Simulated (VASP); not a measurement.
The system is AlN.

```xyz
4
Lattice="3.1925 0.0000 0.0000 -1.5962 2.7648 0.0000 0.0000 0.0000 4.8163" Properties=species:S:1:pos:R:3 pbc="T T T"
Al    0.0000    1.8432    0.0083
Al    1.5963    0.9216    2.4165
N     0.0000    1.8432    1.8459
N     1.5963    0.9216    4.2541
```

```yaml
Program: VASP 6.6.1
Task: relaxation of the atoms
Functional: PBE
Potentials_or_basis: VASP PAW PBE potentials, release 64 (Al, N)
Cutoff: 520 eV
k_mesh: 9 × 9 × 6
Occupations: gaussian, width 0.05 eV
Spin: no spin polarisation
```

At the start: pressure 0.5 GPa; volume 10.63 Å³/atom.

Task: How do energy, volume and symmetry change on relaxing?

Result: Over 3 steps the energy falls by 12.3 meV/atom at a fixed cell; space group P6_3mc (No. 186, to 0.1 Å) before and after.

Step by step:
```
step  energy change (eV)  largest force (eV/Å)  pressure (GPa)
   1              0.0000                0.8532            0.47
   2             -0.0445                0.2216           -1.24
   3             -0.0492                0.0022           -0.96
```

Final structure:
```xyz
4
Lattice="3.1925 0.0000 0.0000 -1.5962 2.7648 0.0000 0.0000 0.0000 4.8163" Properties=species:S:1:pos:R:3 pbc="T T T"
Al    0.0000    1.8432    4.7939
Al    1.5962    0.9216    2.3858
N     0.0000    1.8432    1.8766
N     1.5962    0.9216    4.2848
```

A measured gap of AlN is 6.0343 eV (an exciton energy, a little under the gap; 0 K; quoted in “Structural and optical properties of self-assembled AlN nanowires grown on SiO2/Si substrates by molecular beam epitaxy”, 2024, arxiv:2402.00216); the calculated 3.70 eV misses it by -2.33 eV. 2 values of this kind are on record (6.034 to 6.0343 eV); this one was drawn at random. The value is that of PBE on a finite k mesh, which can miss the band edges, without temperature or zero-point motion. Semilocal functionals fall short of measured gaps as a rule.
